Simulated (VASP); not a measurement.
# SiC (F-43m) in VASP: notebook, part 2 of 3

VASP 6.6.1.

### Step 4. Single point, PBEsol

This run uses another cell than the first one, of 10.34 Å³/atom, 1.006 times its volume.

INCAR reads:

```
PREC = Accurate ; ENCUT = 520
EDIFF = 1E-7 ; ISMEAR = 0
SIGMA = 0.02 ; LREAL = False
LASPH = True ; NELM = 60
ALGO = Normal ; ISIF = 2
LWAVE = False ; LCHARG = False
GGA = PS ; NBANDS = 11
```

KPOINTS reads:

```
Automatic mesh
0
Gamma
  12 12 12
```

POSCAR reads:

```
SiC
1.0
    0.0000000000      2.1783275120      2.1783275120
    2.1783275120      0.0000000000      2.1783275120
    2.1783275120      2.1783275120      0.0000000000
Si C
1 1
Direct
    0.0000000000      0.0000000000      0.0000000000
    0.7500000000      0.7500000000      0.7500000000
```

Potentials or basis: VASP PAW PBE potentials, release 64 (Si, C).

The run is started by

```
> cat potpaw_PBE.64/Si/POTCAR potpaw_PBE.64/C/POTCAR > POTCAR
> mpirun -np 1 vasp_std > vasp.out
```

OUTCAR:

```text
PREC = Accurate
   ENCUT = 520
   EDIFF = 1E-7
   ISMEAR = 0
   LREAL = False
   LASPH = True
   NELM = 60
   ISIF = 2
   GGA = PS

 ion  position               nearest neighbor table
   1  0.000  0.000  0.000-   2 1.89   2 1.89   2 1.89   2 1.89
   2  0.750  0.750  0.750-   1 1.89   1 1.89   1 1.89   1 1.89

  LATTYP: Found a face centered cubic cell.
 ALAT       =     4.3566550240

  Lattice vectors:

 A1 = (   0.0000000000,   2.1783275120,   2.1783275120)
 A2 = (   2.1783275120,   0.0000000000,   2.1783275120)
 A3 = (   2.1783275120,   2.1783275120,   0.0000000000)

Analysis of symmetry for initial positions (statically):
=====================================================================
 Subroutine PRICEL returns:
 Original cell was already a primitive cell.

 Routine SETGRP: Setting up the symmetry group for a
 face centered cubic supercell.

 Subroutine GETGRP returns: Found 24 space group operations
 (whereof 24 operations were pure point group operations)
 out of a pool of 48 trial point group operations.

The static configuration has the point symmetry T_d .

Analysis of symmetry for dynamics (positions and initial velocities):
=====================================================================
 Subroutine PRICEL returns:
 Original cell was already a primitive cell.

 Routine SETGRP: Setting up the symmetry group for a
 face centered cubic supercell.

 Subroutine GETGRP returns: Found 24 space group operations
 (whereof 24 operations were pure point group operations)
 out of a pool of 48 trial point group operations.

The dynamic configuration has the point symmetry T_d .

 Subroutine INISYM returns: Found 24 space group operations
 (whereof 24 operations are pure point group operations),
 and found     1 'primitive' translations

----------------------------------------------------------------------------------------
[... 118 lines left out ...]
   GGA     = PS    functional components
   LHFCALC =     F    Hartree Fock is set to
   AEXX    =    0.0000 exact exchange contribution
   IVDW    =     0    specifies the selected vdW correction
   LEPSILON=     F    determine dielectric tensor
   LRPA    =     F    only Hartree local field effects (RPA)
 non-spin polarized calculation
 Gauss-broadening in eV      SIGMA  =   0.02
  energy-cutoff  :      520.00
  volume of cell :       20.67
 maximum number of plane-waves:       568
   NGX = 11   NGY = 11   NGZ = 11

 number of electron       8.0000001 magnetization

 Free energy of the ion-electron system (eV)
  ---------------------------------------------------
  ext. energy  EPLUGINS =         0.00000000
  ---------------------------------------------------
  free energy    TOTEN  =       -15.91509234 eV

  energy without entropy =      -15.91509234  energy(sigma->0) =      -15.91509234

 E-fermi :   8.1990     XC(G=0): -11.5089

 val. band max:        8.0668293613   @ k =   0.0000   0.0000   0.0000
 cond. band min:       9.2999378247   @ k =   0.5000   0.5000   0.0000
 fundamental gap:      1.2331084634
 Fermi energy:         8.1990495751

 k-point     1 :       0.0000    0.0000    0.0000
  band No.  band energies     occupation
      1      -7.3646      2.00000
      2       8.0668      2.00000
      3       8.0668      2.00000
      4       8.0668      2.00000
      5      14.2649      0.00000
      6      15.3158      0.00000
      7      15.3158      0.00000
      8      15.3158      0.00000
      9      22.5287      0.00000
     10      22.5287      0.00000
     11      24.3439      0.00000
[... 309 lines left out ...]
 k-point    24 :      -0.4167    0.1667    0.0000
  band No.  band energies     occupation
      1      -3.4332      2.00000
      2      -0.0023      2.00000
      3       4.9556      2.00000
      4       6.5445      2.00000
      5      13.1146      0.00000
      6      15.7286      0.00000
      7      16.5334      0.00000
      8      19.1788      0.00000
      9      22.6390      0.00000
     10      23.3924      0.00000
     11      26.0898      0.00000

 [... further k-points ...]

------------------------ aborting loop because EDIFF is reached ----------------------------------------

  FORCE on cell =-STRESS in cart. coord.  units (eV):
  Direction    XX          YY          ZZ          XY          YZ          ZX
  --------------------------------------------------------------------------------------
  -------------------------------------------------------------------------------------
  Total        0.0486045      0.0486045      0.0486045     -0.0000000      0.0000000      0.0000000
  in kB        3.7669310      3.7669310      3.7669310     -0.0000000      0.0000000      0.0000000
  external PRESSURE =       3.7669310 kB  Pullay stress =       0.0000000 kB

 VOLUME and BASIS-vectors are now :
 -----------------------------------------------------------------------------
  energy-cutoff  :      520.00
  volume of cell :       20.67
      direct lattice vectors                 reciprocal lattice vectors
     0.000000000  2.178327512  2.178327512    -0.229533896  0.229533896  0.229533896
     2.178327512  0.000000000  2.178327512     0.229533896 -0.229533896  0.229533896
     2.178327512  2.178327512  0.000000000     0.229533896  0.229533896 -0.229533896

 POSITION                                       TOTAL-FORCE (eV/Angst)
 -----------------------------------------------------------------------------------
      0.00000      0.00000      0.00000        -0.000000     -0.000000     -0.000000
      3.26749      3.26749      3.26749         0.000000      0.000000      0.000000
 -----------------------------------------------------------------------------------
    total drift:                               -0.000000     -0.000000     -0.000000

  FREE ENERGIE OF THE ION-ELECTRON SYSTEM (eV)
  ---------------------------------------------------
  free  energy   TOTEN  =       -15.9150923384 eV

  energy  without entropy=      -15.9150923384  energy(sigma->0) =      -15.91509234
```

OSZICAR:

```text
N       E                     dE             d eps       ncg     rms          rms(c)
DAV:   1     0.238500152587E+01    0.23850E+01   -0.39094E+03  1643   0.608E+02
DAV:   2    -0.171135193212E+02   -0.19499E+02   -0.18615E+02  1989   0.109E+02
DAV:   3    -0.177127694886E+02   -0.59925E+00   -0.59823E+00  1967   0.162E+01
DAV:   4    -0.177149928318E+02   -0.22233E-02   -0.22232E-02  1840   0.125E+00
DAV:   5    -0.177150029365E+02   -0.10105E-04   -0.10105E-04  1954   0.774E-02    0.875E+00
DAV:   6    -0.159948311537E+02    0.17202E+01   -0.60402E+00  1779   0.109E+01    0.393E+00
DAV:   7    -0.159297006369E+02    0.65131E-01   -0.37331E-01  1896   0.344E+00    0.177E+00
DAV:   8    -0.159152679403E+02    0.14433E-01   -0.20922E-02  1800   0.920E-01    0.164E-01
DAV:   9    -0.159150467845E+02    0.22116E-03   -0.17167E-03  1943   0.219E-01    0.110E-01
DAV:  10    -0.159150919306E+02   -0.45146E-04   -0.12380E-04  1827   0.702E-02    0.250E-02
DAV:  11    -0.159150920549E+02   -0.12423E-06   -0.12525E-05  1913   0.193E-02    0.578E-03
DAV:  12    -0.159150923144E+02   -0.25958E-06   -0.74035E-07  1839   0.520E-03    0.709E-04
DAV:  13    -0.159150923384E+02   -0.23967E-07   -0.20224E-08  1047   0.962E-04
   1 F= -.15915092E+02 E0= -.15915092E+02  d E =-.204589E-23
```

Run time: 5.6 s. Hardware: 1 thread of Intel Xeon Platinum 8559C (Emerald Rapids), shared host; peak memory 0.14 GiB.

Results:

| Item | Value |
| --- | --- |
| Free energy | -15.9151 eV |
| Pressure | 0.4 GPa |
| Band gap on the k mesh | 1.23 eV, indirect (least direct gap 4.44 eV) |

Caveat: the PAW data sets were made with another functional, which shifts forces and pressure a little.

### Step 5. Relaxation of cell and atoms, PBEsol

INCAR reads:

```
SYSTEM = SiC
PREC     = Accurate       ! precision mode
ENCUT    = 600            ! plane-wave cutoff, eV
EDIFF    = 1E-6           ! SCF threshold, eV
ISMEAR   = 0              ! smearing method
SIGMA    = 0.02           ! smearing width, eV
LREAL    = .FALSE.        ! projectors in reciprocal space
LASPH    = .TRUE.         ! aspherical terms in the spheres
NELM     = 100            ! most SCF steps
ALGO     = Normal         ! electronic algorithm
ISIF     = 3              ! what is computed and relaxed
LWAVE    = .FALSE.        ! write WAVECAR
LCHARG   = .FALSE.        ! write CHGCAR
GGA      = PS             ! functional
IBRION   = 2              ! ionic algorithm
NSW      = 100            ! ionic steps
EDIFFG   = -0.005         ! ionic threshold
```

KPOINTS reads:

```
Automatic mesh
0
G
  12 12 12
  0 0 0
```

POSCAR reads:

```
SiC
1.0
    0.0000000000      2.1740000000      2.1740000000
    2.1740000000      0.0000000000      2.1740000000
    2.1740000000      2.1740000000      0.0000000000
Si C
1 1
Direct
    0.0000000000      0.0000000000      0.0000000000
    0.7500000000      0.7500000000      0.7500000000
```

Potentials or basis: VASP PAW PBE potentials, release 64 (Si, C).

The run is started by

```
> cat potpaw_PBE.64/Si/POTCAR potpaw_PBE.64/C/POTCAR > POTCAR
> mpirun -np 1 vasp_std > vasp.out
```

OUTCAR:

```text
SYSTEM = SiC
   PREC = Accurate
   ENCUT = 600
   EDIFF = 1E-6
   ISMEAR = 0
   LREAL = .FALSE.
   LASPH = .TRUE.
   NELM = 100
   ISIF = 3
   GGA = PS
   IBRION = 2
   NSW = 100
   EDIFFG = -0.005

 ion  position               nearest neighbor table
   1  0.000  0.000  0.000-   2 1.88   2 1.88   2 1.88   2 1.88
   2  0.750  0.750  0.750-   1 1.88   1 1.88   1 1.88   1 1.88

  LATTYP: Found a face centered cubic cell.
 ALAT       =     4.3480000000

  Lattice vectors:

 A1 = (   0.0000000000,   2.1740000000,   2.1740000000)
 A2 = (   2.1740000000,   0.0000000000,   2.1740000000)
 A3 = (   2.1740000000,   2.1740000000,   0.0000000000)

Analysis of symmetry for initial positions (statically):
=====================================================================
 Subroutine PRICEL returns:
 Original cell was already a primitive cell.

 Routine SETGRP: Setting up the symmetry group for a
 face centered cubic supercell.

 Subroutine GETGRP returns: Found 24 space group operations
 (whereof 24 operations were pure point group operations)
 out of a pool of 48 trial point group operations.

The static configuration has the point symmetry T_d .

Analysis of symmetry for dynamics (positions and initial velocities):
=====================================================================
 Subroutine PRICEL returns:
 Original cell was already a primitive cell.

 Routine SETGRP: Setting up the symmetry group for a
 face centered cubic supercell.

 Subroutine GETGRP returns: Found 24 space group operations
 (whereof 24 operations were pure point group operations)
 out of a pool of 48 trial point group operations.

The dynamic configuration has the point symmetry T_d .

 Subroutine INISYM returns: Found 24 space group operations
 (whereof 24 operations are pure point group operations),
 and found     1 'primitive' translations
[... 126 lines left out ...]
 conjugate gradient relaxation of ions
 non-spin polarized calculation
 Gauss-broadening in eV      SIGMA  =   0.02
  energy-cutoff  :      600.00
  volume of cell :       20.55
 maximum number of plane-waves:       701
 NGX is ok and might be reduce to    28
   NGX = 13   NGY = 13   NGZ = 13

--------------------------------------- Ionic step        1  -------------------------------------------

 number of electron       8.0000000 magnetization

 Free energy of the ion-electron system (eV)
  ---------------------------------------------------
  ext. energy  EPLUGINS =         0.00000000
  ---------------------------------------------------
  free energy    TOTEN  =       -15.91541684 eV

  energy without entropy =      -15.91541684  energy(sigma->0) =      -15.91541684

------------------------ aborting loop because EDIFF is reached ----------------------------------------

  FORCE on cell =-STRESS in cart. coord.  units (eV):
  Direction    XX          YY          ZZ          XY          YZ          ZX
  --------------------------------------------------------------------------------------
  -------------------------------------------------------------------------------------
  Total        0.2039739      0.2039739      0.2039739     -0.0000000     -0.0000000      0.0000000
  in kB       15.9029072     15.9029072     15.9029072     -0.0000000     -0.0000000      0.0000000
  external PRESSURE =      15.9029072 kB  Pullay stress =       0.0000000 kB
[... 59 lines left out ...]
--------------------------------------- Ionic step        3  -------------------------------------------

 number of electron       8.0000000 magnetization

 Free energy of the ion-electron system (eV)
  ---------------------------------------------------
  ext. energy  EPLUGINS =         0.00000000
  ---------------------------------------------------
  free energy    TOTEN  =       -15.91613078 eV

  energy without entropy =      -15.91613078  energy(sigma->0) =      -15.91613078

 E-fermi :   8.2145     XC(G=0): -11.5041

 val. band max:        8.0538412526   @ k =   0.0000   0.0000   0.0000
 cond. band min:       9.2884556170   @ k =   0.5000   0.5000   0.0000
 fundamental gap:      1.2346143644
 Fermi energy:         8.2145032551

 k-point     1 :       0.0000    0.0000    0.0000
  band No.  band energies     occupation
      1      -7.3688      2.00000
      2       8.0538      2.00000
      3       8.0538      2.00000
      4       8.0538      2.00000
      5      14.2389      0.00000
      6      15.2960      0.00000
      7      15.2960      0.00000
      8      15.2960      0.00000
[... 243 lines left out ...]
 k-point    24 :      -0.4167    0.1667    0.0000
  band No.  band energies     occupation
      1      -3.4418      2.00000
      2      -0.0098      2.00000
      3       4.9442      2.00000
      4       6.5324      2.00000
      5      13.0987      0.00000
      6      15.7072      0.00000
      7      16.5153      0.00000
      8      19.1551      0.00000

 [... further k-points ...]

------------------------ aborting loop because EDIFF is reached ----------------------------------------

  FORCE on cell =-STRESS in cart. coord.  units (eV):
  Direction    XX          YY          ZZ          XY          YZ          ZX
  --------------------------------------------------------------------------------------
  -------------------------------------------------------------------------------------
  Total        0.0009329      0.0009329      0.0009329     -0.0000000     -0.0000000     -0.0000000
  in kB        0.0722262      0.0722262      0.0722262     -0.0000000     -0.0000000     -0.0000000
  external PRESSURE =       0.0722262 kB  Pullay stress =       0.0000000 kB
[... 17 lines left out ...]
  FREE ENERGIE OF THE ION-ELECTRON SYSTEM (eV)
  ---------------------------------------------------
  free  energy   TOTEN  =       -15.9161307839 eV

  energy  without entropy=      -15.9161307839  energy(sigma->0) =      -15.91613078

 reached required accuracy - stopping structural energy minimisation
```

OSZICAR:

```text
N       E                     dE             d eps       ncg     rms          rms(c)
DAV:   1     0.555213540246E+01    0.55521E+01   -0.45399E+03  1192   0.955E+02
DAV:   2    -0.173331137343E+02   -0.22885E+02   -0.21218E+02  1704   0.114E+02
DAV:   3    -0.177304319028E+02   -0.39732E+00   -0.39732E+00  1408   0.183E+01
DAV:   4    -0.177315002217E+02   -0.10683E-02   -0.10683E-02  1736   0.102E+00
[... 18 lines left out ...]
DAV:   1    -0.159164901852E+02   -0.11921E-02   -0.16274E-02  1224   0.112E+00    0.142E-01
DAV:   2    -0.159161997227E+02    0.29046E-03   -0.74172E-04  1344   0.180E-01    0.694E-02
DAV:   3    -0.159161396639E+02    0.60059E-04   -0.10002E-04  1432   0.710E-02    0.177E-02
DAV:   4    -0.159161306120E+02    0.90518E-05   -0.14812E-05  1272   0.234E-02    0.803E-03
DAV:   5    -0.159161307839E+02   -0.17188E-06   -0.35031E-07   680   0.501E-03
   3 F= -.15916131E+02 E0= -.15916131E+02  d E =-.713945E-03
```

It took 15 s on 1 thread of Intel Xeon Platinum 8559C (Emerald Rapids), shared host; peak memory 0.15 GiB.

What came out:

| Quantity | Value |
| --- | --- |
| Free energy | -15.9161 eV |
| Relaxed volume | 10.35 Å³/atom |
| Relaxed cell | a = 3.082 Å, b = 3.082 Å, c = 3.082 Å, α = 60.00°, β = 60.00°, γ = 60.00° |
| Space group after relaxing (to 0.05 Å) | F-43m (No. 216) |
| Energy gained by relaxing | 0.4 meV/atom |
| Ionic steps | 3 |
| Pressure after relaxing | 0.0 GPa |
| Band gap on the k mesh | 1.23 eV, indirect (least direct gap 4.44 eV) |

The path:
| step | energy change (eV) | largest force (eV/Å) | pressure (GPa) | volume (Å³) |
| --- | --- | --- | --- | --- |
| 1 | 0.0000 | 0.0000 | 1.59 | 20.55 |
| 2 | 0.0001 | 0.0000 | -1.66 | 20.85 |
| 3 | -0.0007 | 0.0000 | 0.01 | 20.70 |

Final structure:
```yaml
crystal:
  lattice:
    - [0.00000, 2.17912, 2.17912]
    - [2.17912, 0.00000, 2.17912]
    - [2.17912, 2.17912, 0.00000]
  atoms:
    - { symbol: Si, position: [0.00000, 0.00000, 0.00000] }
    - { symbol: C, position: [0.75000, 0.75000, 0.75000] }
```

Levels at points of the mesh, in eV from the valence-band top:
| k point | band 1 | band 2 | band 3 | band 4 | band 5 | band 6 | band 7 | band 8 |
| --- | --- | --- | --- | --- | --- | --- | --- | --- |
| (0.00, 0.00, 0.00) | -15.42 | 0.00 | 0.00 | 0.00 | 6.19 | 7.24 | 7.24 | 7.24 |
| (0.50, 0.00, 0.00) | -11.82 | -8.60 | -1.06 | -1.06 | 5.37 | 7.14 | 7.14 | 9.91 |
| (0.50, 0.50, 0.00) | -10.36 | -7.83 | -3.21 | -3.21 | 1.23 | 4.20 | 13.95 | 13.95 |

Caveat: the PAW data sets were made with another functional, which shifts forces and pressure a little. Expect the measured gap to be larger: semilocal functionals such as PBEsol lack the derivative discontinuity.

(Part 2 of 3 ends here.)
